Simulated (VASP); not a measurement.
Write the native input for VASP 6.6.1 that does the following.

```yaml
Task: single point
Functional: BLYP
Potentials_or_basis: VASP PAW PBE potentials, release 64 (Ti_sv, O)
Cutoff: 520 eV
k_mesh: 6 × 6 × 5
Occupations: fermi-dirac, width 0.05 eV
Spin: no spin polarisation
Dipole_correction: no
Further_INCAR_settings: ALGO = Normal; EDIFF = 1e-06; NBANDS = 46
```

The structure of TiO2 lies in POSCAR:

```
TiO2
1.0
    5.7880661884      0.0000000000      0.0000000000
   -2.8940330942      5.0126123579      0.0000000000
    0.0000000000      0.0000000000      6.3573319066
Ti O
3 6
Direct
    0.4999218181      0.0000000000      0.3333333333
    0.0000000000      0.4999218181      0.6666666667
    0.5000781819      0.5000781819      0.0000000000
    0.5729342188      0.7865588725      0.1666193645
    0.7863753463      0.2134411275      0.5000473022
    0.2136246537      0.4270657812      0.8332860311
    0.7865588725      0.5729342188      0.8333806355
    0.2134411275      0.7863753463      0.4999526978
    0.4270657812      0.2136246537      0.1667139689
```

These files were run (other wordings do the same):

INCAR

```
PREC     = Accurate       # precision mode
ENCUT    = 520            # plane-wave cutoff, eV
EDIFF    = 1E-6           # SCF threshold, eV
ISMEAR   = -1             # smearing method
SIGMA    = 0.05           # smearing width, eV
LREAL    = False          # projectors in reciprocal space
LASPH    = True           # aspherical terms in the spheres
NELM     = 80             # most SCF steps
ALGO     = Normal         # electronic algorithm
ISIF     = 2              # what is computed and relaxed
LWAVE    = False          # write WAVECAR
LCHARG   = False          # write CHGCAR
GGA      = B5             # functional
ALDAX    = 1.0          
AGGAX    = 1.0          
AGGAC    = 1.0          
ALDAC    = 0.0          
NBANDS   = 46             # bands
```

KPOINTS

```
Automatic mesh
0
Gamma
  6 6 5
```

Potentials or basis: VASP PAW PBE potentials, release 64 (Ti_sv, O).

Run with:

```sh
$ cat potpaw_PBE.64/Ti_sv/POTCAR potpaw_PBE.64/O/POTCAR > POTCAR
$ mpirun -np 1 vasp_std > vasp.out
```

It gave:

```
Pressure               : 0.8 GPa
Largest force          : 0.048 eV/Å
Band gap on the k mesh : 3.27 eV, indirect (least direct gap 3.36 eV)
```

Caveat: the PAW data sets were made with another functional, which shifts forces and pressure a little.

Wall time 14 min on 1 thread of AMD EPYC 7R13 (shared host), peak memory 0.39 GiB.
